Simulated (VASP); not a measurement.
Write the native input for VASP 6.6.1 that does the following.

* Task: single point
* Functional: PBE
* Potentials or basis: VASP PAW PBE potentials, release 64 (Si, Ti_sv, N)
* Cutoff: 520 eV
* k mesh: 1 × 1 × 1, shifted
* Occupations: fermi-dirac, width 0.1379 eV
* Spin: no spin polarisation
* Dipole correction: no
* Further INCAR settings: LREAL = Auto; ALGO = Normal; EDIFF = 1e-06; NBANDS = 88; ISYM = 0

The structure of Ti7Si6N7 lies in POSCAR:

```
Ti7Si6N7
1.0
    6.5042800000      0.4199040000     -0.0552040000
    0.4199040000      6.2358210000     -0.0244010000
   -0.0552040000     -0.0244010000      6.4190480000
Si Ti N
6 7 7
Direct
    0.5847884116     -0.0403195692      0.9291576916
    0.9120632730      0.4819804967      0.6749772469
    0.3597863472      0.7820156431      0.1241873576
    0.9448687316      0.8109244903     -0.0026586650
    0.2090075620      0.0760706239      0.9338103178
    0.9128064219      0.0814842333      0.7025597663
    0.5983218974      0.3534684596      0.8555715343
    0.7369409544      0.9755218080      0.3055543121
    0.6452427774      0.4358123420      0.3588696080
    0.1975360643      0.4839429831      0.9377484751
    0.1374209870      0.6268189678      0.3479162639
    0.4498044210      0.8303304164      0.6272908219
    0.1556129302      0.1571582158      0.3229373380
    0.3446017206      0.3752591465      0.2609937006
    1.0089629438      0.3945067040      0.4075146577
    1.0685605744      0.9514795886      0.5183910249
    0.7163089482      0.6781986902      0.5588962484
    0.7358229829      0.1973720243      0.1055541954
    0.3456117602      0.5672487814      0.6993821497
    0.6768959033      0.1508737714      0.5689983674
```

One way to write it, as run:

INCAR

```
SYSTEM = Ti7Si6N7
ALGO = Normal ; EDIFF = 1E-6
ENCUT = 520 ; GGA = PE
ISIF = 2 ; ISMEAR = -1
ISYM = 0 ; LASPH = .TRUE.
LCHARG = .FALSE. ; LREAL = Auto
LWAVE = .FALSE. ; NBANDS = 88
NELM = 100 ; PREC = Accurate
SIGMA = 0.1379
```

KPOINTS

```
Automatic mesh
0
Gamma
  1 1 1
  0.25 0.25 0.25
```

Potentials or basis: VASP PAW PBE potentials, release 64 (Si, Ti_sv, N).

Launch:

```bash
$ cat potpaw_PBE.64/Si/POTCAR potpaw_PBE.64/Ti_sv/POTCAR potpaw_PBE.64/N/POTCAR > POTCAR
$ mpirun -np 1 vasp_std > vasp.out
```

Results of the run:

* Pressure: 5.7 GPa
* Largest force: 6.205 eV/Å

Caveat: the k points lie up to 1.01 Å⁻¹ apart.

It took 46 s on 1 thread of AMD EPYC 9R45 96-Core Processor (Zen 5), on a shared host, peak memory 0.29 GiB.
